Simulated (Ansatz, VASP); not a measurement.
# Two plane-wave programs on Hf5Se8S2

```
Hf Se S
1.0
     0.00000   -0.00078   -6.04997
     0.00000    6.39697    0.00082
     9.23670   -3.19848   -0.00041
Hf Se S
5 8 2
Cartesian
  -0.0227 -0.0108 0.0293
  3.7174 -0.0108 0.0293
  1.8473 3.1961 0.0176
  7.3671 0.0122 0.0395
  5.5643 3.2107 0.0399
  1.8473 1.0523 -1.5604
  5.5385 1.0796 -1.5860
  3.7000 4.2576 -1.5749
  -0.0053 4.2576 -1.5749
  7.3929 -2.1189 -1.5864
  9.2201 -1.0666 -4.4347
  3.7112 2.1319 -4.4343
  1.8473 5.3293 -4.4358
  7.3818 2.1320 -4.6074
  5.5496 -1.0665 -4.6078
```

Alike in both runs: functional PBE; dispersion D3(BJ); k mesh 4 × 4 × 4; occupations gaussian, width 0.1 eV; no spin polarisation.

Ansatz relaxed the structure, and its values are those at the end. VASP's run is a single point on that final structure, the one shown.

|  | VASP | Ansatz |
| --- | --- | --- |
| version | VASP 6.6.1 | Ansatz 0.2.0 |
| potentials or method | VASP PAW PBE potentials, release 64 (Hf_pv, Se, S), cutoff 520 eV | scalar-relativistic, plane waves, PAW |
| valence electrons in the cell | 110 | 270 |

|  | VASP | Ansatz | Ansatz less VASP |
| --- | --- | --- | --- |
| gap on the k mesh at the Fermi level (eV) | 0.40 | 0.39 | -0.010 |
| least direct gap on the mesh (eV) | 0.72 | 0.72 | -0.001 |
| pressure (GPa) | -0.4 | 0.0 | +0.36 |
| rms of the force components (eV/Å) | 0.024 | 0.005 | -0.0191 |

VASP's potentials hold 110 valence electrons a cell and Ansatz's 270, so a difference there can come from the potentials and not from the codes.

Neither program's run includes spin-orbit coupling.
